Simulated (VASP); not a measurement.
# Lu2As (P6/mmm) in VASP: single point with PBE

Aim: the single point of Lu2As with PBE.

Everything below comes from runs of VASP 6.6.1. Logs are shortened: lines on timing, memory, paths and dates and some standing lists are left out, and cuts for length are marked.

### Step 1. The cell of the first run

Symmetry: P6/mmm, No. 191, hexagonal system. The conventional cell has a = 5.194 Å, b = 5.194 Å, c = 3.085 Å, α = 90.00°, β = 90.00°, γ = 120.00°. Within 3.9 Å of Lu (site symmetry -6m2) lie 5 Lu at 3.00 to 3.08 Å and 6 As at 3.37 Å. Within 4.1 Å of As (site symmetry 6/mmm) lie 2 As at 3.08 Å and 12 Lu at 3.37 Å.

### Step 2. Single point, PBE

Contents of INCAR:

```
SYSTEM = Lu2As
  PREC = Accurate
  ENCUT = 520
  EDIFF = 1E-6
  ISMEAR = 0
  SIGMA = 0.1
  LREAL = .FALSE.
  LASPH = .TRUE.
  NELM = 80
  ALGO = Fast
  ISIF = 2
  LWAVE = .FALSE.
  LCHARG = .FALSE.
  GGA = PE
  NBANDS = 34
```

Contents of KPOINTS:

```
Automatic mesh
0
G
  12 12 14
  0 0 0
```

Contents of POSCAR:

```
Lu2As
1.0
    5.1944035849      0.0000000000      0.0000000000
   -2.5972017925      4.4984854620      0.0000000000
    0.0000000000      0.0000000000      3.0849799111
Lu As
2 1
Direct
    0.3333333333      0.6666666667      0.5000000000
    0.6666666667      0.3333333333      0.5000000000
    0.0000000000      0.0000000000      0.0000000000
```

Potentials or basis: VASP PAW PBE potentials, release 64 (Lu, As).

Command:

```
> cat potpaw_PBE.64/Lu/POTCAR potpaw_PBE.64/As/POTCAR > POTCAR
> mpirun -np 1 vasp_std > vasp.out
```

OUTCAR:

```text
SYSTEM = Lu2As
   PREC = Accurate
   ENCUT = 520
   EDIFF = 1E-6
   ISMEAR = 0
   LREAL = .FALSE.
   LASPH = .TRUE.
   NELM = 80
   ISIF = 2
   GGA = PE

 ion  position               nearest neighbor table
   1  0.333  0.667  0.500-   2 3.00   2 3.00   2 3.00
   2  0.667  0.333  0.500-   1 3.00   1 3.00   1 3.00
   3  0.000  0.000  0.000-

  LATTYP: Found a hexagonal cell.
 ALAT       =     5.1944035849
 C/A-ratio  =     0.5939045476

  Lattice vectors:

 A1 = (   5.1944035849,   0.0000000000,   0.0000000000)
 A2 = (  -2.5972017925,   4.4984854620,   0.0000000000)
 A3 = (   0.0000000000,   0.0000000000,   3.0849799111)

Analysis of symmetry for initial positions (statically):
=====================================================================
 Subroutine PRICEL returns:
 Original cell was already a primitive cell.

 Routine SETGRP: Setting up the symmetry group for a
 hexagonal supercell.

 Subroutine GETGRP returns: Found 24 space group operations
 (whereof 24 operations were pure point group operations)
 out of a pool of 24 trial point group operations.

The static configuration has the point symmetry D_6h.

Analysis of symmetry for dynamics (positions and initial velocities):
=====================================================================
 Subroutine PRICEL returns:
 Original cell was already a primitive cell.

 Routine SETGRP: Setting up the symmetry group for a
 hexagonal supercell.

 Subroutine GETGRP returns: Found 24 space group operations
 (whereof 24 operations were pure point group operations)
 out of a pool of 24 trial point group operations.

The dynamic configuration has the point symmetry D_6h.

 Subroutine INISYM returns: Found 24 space group operations
 (whereof 24 operations are pure point group operations),
 and found     1 'primitive' translations

----------------------------------------------------------------------------------------

                                     Primitive cell

  volume of cell :      72.0866

  direct lattice vectors                    reciprocal lattice vectors
     5.194403585  0.000000000  0.000000000     0.192514883  0.111148520  0.000000000
    -2.597201792  4.498485462  0.000000000     0.000000000  0.222297039  0.000000000
     0.000000000  0.000000000  3.084979911     0.000000000  0.000000000  0.324151219

  length of vectors
     5.194403585  5.194403585  3.084979911     0.222297039  0.222297039  0.324151219

  position of ions in fractional coordinates (direct lattice)
     0.333333333  0.666666667  0.500000000
     0.666666667  0.333333333  0.500000000
     0.000000000  0.000000000  0.000000000

  ion indices of the primitive-cell ions
   primitive index   ion index
                 1           1
                 2           2
                 3           3

----------------------------------------------------------------------------------------

 KPOINTS: Automatic mesh

Automatic generation of k-mesh.
 Grid dimensions read from file:
 generate k-points for:   12   12   14

 Generating k-lattice:

  Cartesian coordinates                     Fractional coordinates (reciprocal lattice)
     0.016042907  0.009262377  0.000000000     0.083333333 -0.000000000  0.000000000
     0.000000000  0.018524753  0.000000000     0.000000000  0.083333333  0.000000000
     0.000000000  0.000000000  0.023153659     0.000000000  0.000000000  0.071428571

  Length of vectors
     0.018524753  0.018524753  0.023153659

  Shift w.r.t. Gamma in fractional coordinates (k-lattice)
     0.000000000  0.000000000  0.000000000

 Subroutine IBZKPT returns following result:
 ===========================================

 Found    152 irreducible k-points:

 Following reciprocal coordinates:
            Coordinates               Weight
  0.000000  0.000000  0.000000      1.000000
  0.083333  0.000000  0.000000      6.000000
  0.166667  0.000000  0.000000      6.000000
  0.250000 -0.000000  0.000000      6.000000
  0.333333  0.000000  0.000000      6.000000
  0.416667 -0.000000  0.000000      6.000000
[... 16 lines left out ...]
  0.250000 -0.000000  0.071429     12.000000
  0.333333  0.000000  0.071429     12.000000
 [... further k-points ...]
   k-points           NKPTS =    152   k-points in BZ     NKDIM =    152   number of bands    NBANDS=     34
   number of dos      NEDOS =    301   number of ions     NIONS =      3
   total plane-waves  NPLWV =  38400
   dimension x,y,z NGX =    40 NGY =   40 NGZ =   24
   dimension x,y,z NGXF=    80 NGYF=   80 NGZF=   48
   ions per type =               2   1
   NGX,Y,Z   is equivalent  to a cutoff of  12.80, 12.80, 12.93 a.u.
   NGXF,Y,Z  is equivalent  to a cutoff of  25.60, 25.60, 25.87 a.u.
 SYSTEM =  Lu2As
   PREC   = accura    normal or accurate (medium, high low for compatibility)
   ISTART =      0    job   : 0-new  1-cont  2-samecut
   ICHARG =      2    charge: 1-file 2-atom 10-const
   ISPIN  =      1    spin polarized calculation?
   LNONCOLLINEAR =      F non collinear calculations
   LSORBIT =      F    spin-orbit coupling
   LASPH  =      T    aspherical Exc in radial PAW
   ENCUT  =  520.0 eV  38.22 Ry    6.18 a.u.   9.66  9.66  5.74*2*pi/ulx,y,z
   NELM   =     80;   NELMIN=  2; NELMDL= -5     # of ELM steps
   EDIFF  = 0.1E-05   stopping-criterion for ELM
   LREAL  =      F    real-space projection
   EDIFFG = 0.1E-04   stopping-criterion for IOM
   NSW    =      0    number of steps for IOM
   IBRION =     -1    ionic relax: 0-MD 1-quasi-New 2-CG
   NFREE  =      0    steps in history (QN), initial steepest desc. (CG)
   ISIF   =      2    stress and relaxation
   ISYM   =      2    0-nonsym 1-usesym 2-fastsym
   POTIM  = 0.5000    time-step for ionic-motion
   TEBEG  =    0.0;   TEEND  =   0.0 temperature during run
   PSTRESS=    0.0 pullay stress
   NELECT =      55.0000    total number of electrons
   NUPDOWN=      -1.0000    fix difference up-down
   EMIN   =  10.00;   EMAX   =-10.00  energy-range for DOS
   EFERMI =   0.00;   METHOD = LEGACY
   ISMEAR =     0;   SIGMA  =   0.10  broadening in eV -4-tet -1-fermi 0-gaus
   EFERMI_NEDOS =   21; number of points for ismear=-14 and -15
   IALGO  =     68    algorithm
   IMIX   =      4    mixing-type and parameters
     AMIX     =   0.40;   BMIX     =  1.00
     AMIX_MAG =   1.60;   BMIX_MAG =  1.00
  volume/ion in A,a.u.               =      24.03       162.15
  Fermi-wavevector in a.u.,A,eV,Ry     =   1.495929  2.826896 30.447161  2.237803
  Thomas-Fermi vector in A             =   2.608011
   LORBIT       =      0    0 simple, 1 ext, 2 COOP (PROOUT), +10 PAW based schemes
   GGA     = PE    functional components
   LHFCALC =     F    Hartree Fock is set to
   AEXX    =    0.0000 exact exchange contribution
   IVDW    =     0    specifies the selected vdW correction
   LEPSILON=     F    determine dielectric tensor
   LRPA    =     F    only Hartree local field effects (RPA)
 non-spin polarized calculation
 RMM-DIIS sequential band-by-band and
 Gauss-broadening in eV      SIGMA  =   0.10
  energy-cutoff  :      520.00
  volume of cell :       72.09
 maximum number of plane-waves:      1960
 NGX is ok and might be reduce to    40
   NGX = 19   NGY = 19   NGZ = 11

 number of electron      55.0000018 magnetization

 Free energy of the ion-electron system (eV)
  ---------------------------------------------------
  ext. energy  EPLUGINS =         0.00000000
  ---------------------------------------------------
  free energy    TOTEN  =       -13.15361290 eV

  energy without entropy =      -13.13754799  energy(sigma->0) =      -13.14558044

 E-fermi :   3.9036     XC(G=0): -11.0120

 val. band max:        3.8917129980   @ k =   0.3333   0.0000   0.2857
 cond. band min:       3.9036996002   @ k =   0.3333   0.0833   0.1429
 fundamental gap:      0.0119866022
 Fermi energy:         3.9035836112

 k-point     1 :       0.0000    0.0000    0.0000
  band No.  band energies     occupation
      1     -52.7689      2.00000
      2     -52.6776      2.00000
      3     -23.7816      2.00000
      4     -23.7816      2.00000
      5     -23.1556      2.00000
      6     -23.1556      2.00000
[... 26 lines left out ...]
     33       7.8225      0.00000
     34       8.7011      0.00000

 k-point     2 :       0.0833    0.0000    0.0000
  band No.  band energies     occupation
      1     -52.7675      2.00000
      2     -52.6790      2.00000
      3     -23.7856      2.00000
      4     -23.7742      2.00000
      5     -23.1640      2.00000
      6     -23.1512      2.00000
[... 26 lines left out ...]
     33       7.8312      0.00000
     34       8.5441      0.00000

 k-point     3 :       0.1667    0.0000    0.0000
  band No.  band energies     occupation
      1     -52.7635      2.00000
      2     -52.6830      2.00000
      3     -23.7964      2.00000
      4     -23.7532      2.00000
      5     -23.1879      2.00000
      6     -23.1393      2.00000
[... 26 lines left out ...]
     33       7.9113      0.00000
     34       8.1397      0.00000

 k-point     4 :       0.2500   -0.0000    0.0000
  band No.  band energies     occupation
      1     -52.7573      2.00000
      2     -52.6893      2.00000
      3     -23.8106      2.00000
      4     -23.7214      2.00000
      5     -23.2235      2.00000
      6     -23.1238      2.00000
[... 26 lines left out ...]
     33       7.7110      0.00000
     34       8.1466      0.00000

 k-point     5 :       0.3333    0.0000    0.0000
  band No.  band energies     occupation
      1     -52.7497      2.00000
      2     -52.6970      2.00000
      3     -23.8241      2.00000
      4     -23.6847      2.00000
      5     -23.2639      2.00000
      6     -23.1088      2.00000
[... 621 lines left out ...]
 k-point    22 :       0.1667    0.0000    0.0714
  band No.  band energies     occupation
      1     -52.7614      2.00000
      2     -52.6810      2.00000
      3     -23.7917      2.00000
      4     -23.7485      2.00000
      5     -23.1843      2.00000
      6     -23.1358      2.00000
[... 26 lines left out ...]
     33       7.5558      0.00000
     34       8.5802      0.00000

 k-point    23 :       0.2500   -0.0000    0.0714
  band No.  band energies     occupation
      1     -52.7552      2.00000
      2     -52.6872      2.00000
      3     -23.8058      2.00000
      4     -23.7168      2.00000
      5     -23.2199      2.00000
      6     -23.1203      2.00000
[... 26 lines left out ...]
     33       7.8452      0.00000
     34       8.1284      0.00000

 k-point    24 :       0.3333    0.0000    0.0714
  band No.  band energies     occupation
      1     -52.7476      2.00000
      2     -52.6949      2.00000
      3     -23.8192      2.00000
      4     -23.6801      2.00000
      5     -23.2603      2.00000
      6     -23.1054      2.00000
[... 26 lines left out ...]
     33       7.7203      0.00000
     34       8.0552      0.00000

 [... further k-points ...]

------------------------ aborting loop because EDIFF is reached ----------------------------------------

  FORCE on cell =-STRESS in cart. coord.  units (eV):
  Direction    XX          YY          ZZ          XY          YZ          ZX
  --------------------------------------------------------------------------------------
  -------------------------------------------------------------------------------------
  Total       -0.3579837     -0.3579837     -0.3894880      0.0000000      0.0000000     -0.0000000
  in kB       -7.9564523     -7.9564523     -8.6566594      0.0000000      0.0000000     -0.0000000
  external PRESSURE =      -8.1898547 kB  Pullay stress =       0.0000000 kB

 VOLUME and BASIS-vectors are now :
 -----------------------------------------------------------------------------
  energy-cutoff  :      520.00
  volume of cell :       72.09
      direct lattice vectors                 reciprocal lattice vectors
     5.194403585  0.000000000  0.000000000     0.192514883  0.111148520  0.000000000
    -2.597201792  4.498485462  0.000000000     0.000000000  0.222297039  0.000000000
     0.000000000  0.000000000  3.084979911     0.000000000  0.000000000  0.324151219

 POSITION                                       TOTAL-FORCE (eV/Angst)
 -----------------------------------------------------------------------------------
     -0.00000      2.99899      1.54249        -0.000000      0.000000      0.000000
      2.59720      1.49950      1.54249         0.000000     -0.000000      0.000000
      0.00000      0.00000      0.00000         0.000000     -0.000000      0.000000
 -----------------------------------------------------------------------------------
    total drift:                               -0.000000      0.000000      0.000000

  FREE ENERGIE OF THE ION-ELECTRON SYSTEM (eV)
  ---------------------------------------------------
  free  energy   TOTEN  =       -13.1536128958 eV

  energy  without entropy=      -13.1375479912  energy(sigma->0) =      -13.14558044
```

It took 18 min on 1 thread of Intel Xeon Platinum 8488C (Sapphire Rapids), shared host; peak memory 0.46 GiB.

What came out:

```
Free energy            : -13.1536 eV
Pressure               : -0.8 GPa
Band gap on the k mesh : zero (an odd number of electrons rules out a gap without spin polarisation)
```

Caveat: spin-orbit coupling is left out, which moves the levels of the heavy elements.
